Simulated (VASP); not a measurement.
Set up this calculation in VASP 6.6.1, as the native input.

* Task: relaxation of cell and atoms
* Functional: PBEsol
* Potentials or basis: VASP PAW PBE potentials, release 64 (Au)
* Cutoff: 600 eV
* k mesh: 18 × 18 × 10
* Occupations: gaussian, width 0.1 eV
* Spin: no spin polarisation
* Dipole correction: no
* Further INCAR settings: ALGO = Fast; EDIFF = 1e-06; IBRION = 2; EDIFFG = -0.01; NSW = 80; ISIF = 3

The structure of Au lies in POSCAR:

```
Au
1.0
    2.8489404925      0.0000000000      0.0000000000
   -1.4244702463      2.4672548404      0.0000000000
    0.0000000000      0.0000000000      4.8471863281
Au
2
Direct
    0.3333333333      0.6666666667      0.2500000000
    0.6666666667      0.3333333333      0.7500000000
```

These files were run (other wordings do the same):

INCAR

```
  ALGO = Fast
  EDIFF = 1E-6
  EDIFFG = -0.01
  ENCUT = 600
  GGA = PS
  IBRION = 2
  ISIF = 3
  ISMEAR = 0
  LASPH = True
  LCHARG = False
  LREAL = False
  LWAVE = False
  NELM = 100
  NSW = 80
  PREC = Accurate
  SIGMA = 0.1
```

KPOINTS

```
k-points
0
Gamma
  18 18 10
```

Potentials or basis: VASP PAW PBE potentials, release 64 (Au).

Command:

```bash
$ cat potpaw_PBE.64/Au/POTCAR > POTCAR
$ mpirun -np 1 vasp_std > vasp.out
```

Results of the run:

The relaxed volume is 17.01 Å³/atom and the relaxed cell is a = 2.865 Å, b = 2.865 Å, c = 4.788 Å, α = 90.00°, β = 90.00°, γ = 120.00°. The space group after relaxing (to 0.05 Å) is P6_3/mmc (No. 194) and the energy gained by relaxing is 0.7 meV/atom. The ionic steps are 6. The pressure after relaxing is 0.0 GPa. The band gap on the k mesh is zero (band 11 reaches 13.58 eV, above the bottom of band 12 at 6.66 eV).

Caveat: the PAW data sets were made with another functional, which shifts forces and pressure a little; spin-orbit coupling is left out, which moves the levels of the heavy elements.

Wall time 7.1 min on 1 thread of Intel Xeon 8259CL, on a shared host, peak memory 0.27 GiB.
